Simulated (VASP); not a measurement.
# Te (R-3m) in VASP: relaxation of cell and atoms with PBEsol

Aim: the relaxation of cell and atoms of Te with PBEsol.

All numbers are computed with VASP 6.6.1; they aren't measurements. Logs are shortened: lines on timing, memory, paths and dates and some standing lists are left out, and cuts for length are marked.

### Step 1. The cell of the first run

Symmetry: R-3m, No. 166, trigonal system. Conventional cell: a = 4.612 Å, b = 4.612 Å, c = 5.073 Å, α = 90.00°, β = 90.00°, γ = 120.00°. Within 4.4 Å of Te (site symmetry -3m) lie 12 Te at 3.15 to 4.30 Å.

### Step 2. Relaxation of cell and atoms, PBEsol

INCAR

```
ALGO     = Normal         # electronic algorithm
EDIFF    = 1E-6           # SCF threshold, eV
EDIFFG   = -0.005         # ionic threshold
ENCUT    = 600            # plane-wave cutoff, eV
GGA      = PS             # functional
IBRION   = 2              # ionic algorithm
ISIF     = 3              # what is computed and relaxed
ISMEAR   = 0              # smearing method
LASPH    = T              # aspherical terms in the spheres
LCHARG   = F              # write CHGCAR
LREAL    = F              # projectors in reciprocal space
LWAVE    = F              # write WAVECAR
NELM     = 80             # most SCF steps
NSW      = 100            # ionic steps
PREC     = Accurate       # precision mode
SIGMA    = 0.1            # smearing width, eV
```

KPOINTS

```
k-points
0
Gamma
  15 15 15
```

POSCAR

```
Te
1.0
    2.3059043427      1.3313144930      1.6909537039
   -2.3059043427      1.3313144930      1.6909537039
    0.0000000000     -2.6626289859      1.6909537039
Te
1
Direct
    0.5000000000      0.5000000000      0.5000000000
```

Potentials or basis: VASP PAW PBE potentials, release 64 (Te).

The run is started by

```sh
cat potpaw_PBE.64/Te/POTCAR > POTCAR
mpirun -np 1 vasp_std > vasp.out
```

OUTCAR:

```text
EDIFF = 1E-6
   EDIFFG = -0.005
   ENCUT = 600
   GGA = PS
   IBRION = 2
   ISIF = 3
   ISMEAR = 0
   LASPH = T
   LREAL = F
   NELM = 80
   NSW = 100
   PREC = Accurate

 ion  position               nearest neighbor table
   1  0.500  0.500  0.500-

  LATTYP: Found a trigonal (rhomboedric) cell.
 ALAT       =     3.1541904739
 COS(alpha) =    -0.0688991668

  Lattice vectors:

 A1 = (   2.3059043427,   1.3313144930,   1.6909537039)
 A2 = (  -2.3059043427,   1.3313144930,   1.6909537039)
 A3 = (   0.0000000000,  -2.6626289859,   1.6909537039)

Analysis of symmetry for initial positions (statically):
=====================================================================
 Subroutine PRICEL returns:
 Original cell was already a primitive cell.

 Routine SETGRP: Setting up the symmetry group for a
 trigonal (rhombohedral) supercell.

 Subroutine GETGRP returns: Found 12 space group operations
 (whereof 12 operations were pure point group operations)
 out of a pool of 12 trial point group operations.

The static configuration has the point symmetry D_3d.

Analysis of symmetry for dynamics (positions and initial velocities):
=====================================================================
 Subroutine PRICEL returns:
 Original cell was already a primitive cell.

 Routine SETGRP: Setting up the symmetry group for a
 trigonal (rhombohedral) supercell.

 Subroutine GETGRP returns: Found 12 space group operations
 (whereof 12 operations were pure point group operations)
 out of a pool of 12 trial point group operations.

The dynamic configuration has the point symmetry D_3d.

 Subroutine INISYM returns: Found 12 space group operations
 (whereof 12 operations are pure point group operations),
 and found     1 'primitive' translations

----------------------------------------------------------------------------------------

                                     Primitive cell

  volume of cell :      31.1462

  direct lattice vectors                    reciprocal lattice vectors
     2.305904343  1.331314493  1.690953704     0.216834667  0.125189553  0.197127415
    -2.305904343  1.331314493  1.690953704    -0.216834667  0.125189553  0.197127415
     0.000000000 -2.662628986  1.690953704     0.000000000 -0.250379107  0.197127415

  length of vectors
     3.154190474  3.154190474  3.154190474     0.318667405  0.318667405  0.318667405

  position of ions in fractional coordinates (direct lattice)
[... 106 lines left out ...]
   LEPSILON=     F    determine dielectric tensor
   LRPA    =     F    only Hartree local field effects (RPA)
 conjugate gradient relaxation of ions
 non-spin polarized calculation
 Gauss-broadening in eV      SIGMA  =   0.10
  energy-cutoff  :      600.00
  volume of cell :       31.15
 maximum number of plane-waves:      1069
 NGX is ok and might be reduce to    28
   NGX = 13   NGY = 13   NGZ = 13

--------------------------------------- Ionic step        1  -------------------------------------------

 number of electron       5.9999999 magnetization

 Free energy of the ion-electron system (eV)
  ---------------------------------------------------
  ext. energy  EPLUGINS =         0.00000000
  ---------------------------------------------------
  free energy    TOTEN  =        -3.51064621 eV

  energy without entropy =       -3.50819073  energy(sigma->0) =       -3.50941847

------------------------ aborting loop because EDIFF is reached ----------------------------------------

  FORCE on cell =-STRESS in cart. coord.  units (eV):
  Direction    XX          YY          ZZ          XY          YZ          ZX
  --------------------------------------------------------------------------------------
  -------------------------------------------------------------------------------------
  Total       -0.0806134     -0.0806134     -0.0152875      0.0000000     -0.0000000      0.0000000
  in kB       -4.1467980     -4.1467980     -0.7863981      0.0000000     -0.0000000      0.0000000
  external PRESSURE =      -3.0266647 kB  Pullay stress =       0.0000000 kB
[... 86 lines left out ...]
  FREE ENERGIE OF THE ION-ELECTRON SYSTEM (eV)
  ---------------------------------------------------
  free  energy   TOTEN  =        -3.5108701351 eV

  energy  without entropy=       -3.5084354842  energy(sigma->0) =       -3.50965281

[... ionic steps 4 to 14 ...]

--------------------------------------- Ionic step       15  -------------------------------------------

 number of electron       5.9999999 magnetization

------------------------ aborting loop because EDIFF is reached ----------------------------------------
[... 65 lines left out ...]
--------------------------------------- Ionic step       17  -------------------------------------------

 number of electron       5.9999999 magnetization

 Free energy of the ion-electron system (eV)
  ---------------------------------------------------
  ext. energy  EPLUGINS =         0.00000000
  ---------------------------------------------------
  free energy    TOTEN  =        -3.51221491 eV

  energy without entropy =       -3.50987327  energy(sigma->0) =       -3.51104409

 E-fermi :   6.9141     XC(G=0):  -9.6332

 val. band max:        6.9122139005   @ k =  -0.2667   0.4000   0.2000
 cond. band min:       6.9459007883   @ k =  -0.4000   0.2667   0.2000
 fundamental gap:      0.0336868878
 Fermi energy:         6.9140627732

 k-point     1 :       0.0000    0.0000    0.0000
  band No.  band energies     occupation
      1      -7.0649      2.00000
      2       8.1181      0.00000
      3       8.1181      0.00000
      4       8.2610      0.00000
      5      12.9156      0.00000
      6      12.9156      0.00000
      7      13.4360      0.00000
[... 221 lines left out ...]
 k-point    24 :       0.2000    0.1333   -0.0000
  band No.  band energies     occupation
      1      -6.3693      2.00000
      2       4.9142      2.00000
      3       6.6596      1.99968
      4       8.7813      0.00000
      5      13.7526      0.00000
      6      15.6832      0.00000
      7      17.0874      0.00000

 [... further k-points ...]

------------------------ aborting loop because EDIFF is reached ----------------------------------------

  FORCE on cell =-STRESS in cart. coord.  units (eV):
  Direction    XX          YY          ZZ          XY          YZ          ZX
  --------------------------------------------------------------------------------------
  -------------------------------------------------------------------------------------
  Total       -0.0029367     -0.0029367      0.0033657     -0.0000000      0.0000000      0.0000000
  in kB       -0.1508067     -0.1508067      0.1728395     -0.0000000      0.0000000      0.0000000
  external PRESSURE =      -0.0429246 kB  Pullay stress =       0.0000000 kB
[... 16 lines left out ...]
  FREE ENERGIE OF THE ION-ELECTRON SYSTEM (eV)
  ---------------------------------------------------
  free  energy   TOTEN  =        -3.5122149091 eV

  energy  without entropy=       -3.5098732701  energy(sigma->0) =       -3.51104409

 reached required accuracy - stopping structural energy minimisation
```

OSZICAR:

```text
N       E                     dE             d eps       ncg     rms          rms(c)
DAV:   1     0.203631520389E+02    0.20363E+02   -0.27805E+03  4816   0.773E+02
DAV:   2    -0.292083282085E+01   -0.23284E+02   -0.22517E+02  6342   0.837E+01
DAV:   3    -0.350594477675E+01   -0.58511E+00   -0.57609E+00  5859   0.188E+01
DAV:   4    -0.351024874626E+01   -0.43040E-02   -0.43038E-02  6951   0.185E+00
[... 102 lines left out ...]
DAV:   4    -0.351221375499E+01    0.21897E-06   -0.66932E-07  3535   0.623E-03
  16 F= -.35122138E+01 E0= -.35110428E+01  d E =-.112075E-04
       N       E                     dE             d eps       ncg     rms          rms(c)
DAV:   1    -0.351221639802E+01   -0.24241E-05   -0.48616E-05  5236   0.368E-02    0.885E-03
DAV:   2    -0.351221529800E+01    0.11000E-05   -0.15401E-06  4242   0.918E-03    0.566E-03
DAV:   3    -0.351221490909E+01    0.38892E-06   -0.14816E-06  3010   0.656E-03
  17 F= -.35122149E+01 E0= -.35110441E+01  d E =-.123616E-04
```

CONTCAR:

```text
Te
   1.00000000000000
     2.2022981768358418    1.2714974452526093    1.8569673403858600
    -2.2022981768358409    1.2714974452526093    1.8569673403858600
    -0.0000000000000002   -2.5429948903999766    1.8569673403782059
  Te
     1
Direct
     0.5000000000000000    0.5000000000000000    0.5000000000000000

  0.00000000E+00  0.00000000E+00  0.00000000E+00
```

It took 13 min on 1 thread of Intel Xeon 8259CL, shared host; peak memory 0.24 GiB.

Results:

* Free energy: -3.5122 eV
* Relaxed volume: 31.20 Å³/atom
* Relaxed cell: a = 3.149 Å, b = 3.149 Å, c = 3.149 Å, α = 88.76°, β = 88.76°, γ = 88.76°
* Space group after relaxing (to 0.1 Å): R-3m (No. 166)
* Energy gained by relaxing: 1.6 meV/atom
* Ionic steps: 17
* Pressure after relaxing: 0.0 GPa
* Band gap on the k mesh: zero (bands 3 and 4 overlap by 5.65 eV)

The path:
| step | energy change (eV) | largest force (eV/Å) | pressure (GPa) | volume (Å³) |
| --- | --- | --- | --- | --- |
| 1 | 0.0000 | 0.0000 | -0.30 | 31.15 |
| 2 | -0.0002 | 0.0000 | 0.23 | 30.88 |
| 3 | -0.0002 | 0.0000 | 0.06 | 30.96 |
| 4 | -0.0003 | 0.0000 | 0.06 | 30.97 |
| 5 | -0.0006 | 0.0000 | 0.05 | 31.01 |
| 6 | -0.0010 | 0.0000 | 0.02 | 31.07 |
| 7 | -0.0015 | 0.0000 | -0.01 | 31.18 |
| 8 | -0.0014 | 0.0000 | -0.22 | 31.34 |
| 9 | -0.0015 | 0.0000 | -0.03 | 31.22 |
| 10 | -0.0016 | 0.0000 | 0.03 | 31.19 |
| 11 | -0.0016 | 0.0000 | 0.16 | 31.11 |
| 12 | -0.0016 | 0.0000 | 0.05 | 31.17 |
| 13 | -0.0016 | 0.0000 | 0.05 | 31.16 |
| 14 | -0.0016 | 0.0000 | 0.12 | 31.14 |
| 15 | -0.0016 | 0.0000 | 0.08 | 31.15 |
| 16 | -0.0016 | 0.0000 | -0.03 | 31.21 |
| 17 | -0.0016 | 0.0000 | 0.00 | 31.20 |

Final structure:
```
Te
1.0
     2.20230    1.27150    1.85697
    -2.20230    1.27150    1.85697
     0.00000   -2.54299    1.85697
Te
1
Direct
  0.50000 0.50000 0.50000
```

Levels at points of the mesh, in eV from the Fermi level:
```csv
k point,band 1,band 2,band 3,band 4,band 5,band 6,band 7
"(0.00, 0.00, 0.00)",-13.98,1.20,1.20,1.35,6.00,6.00,6.52
```

Caveat: the PAW data sets were made with another functional, which shifts forces and pressure a little; spin-orbit coupling is left out, which moves the levels of the heavy elements.

The gap in the log of VASP goes by the Fermi energy; the results here count the filled bands.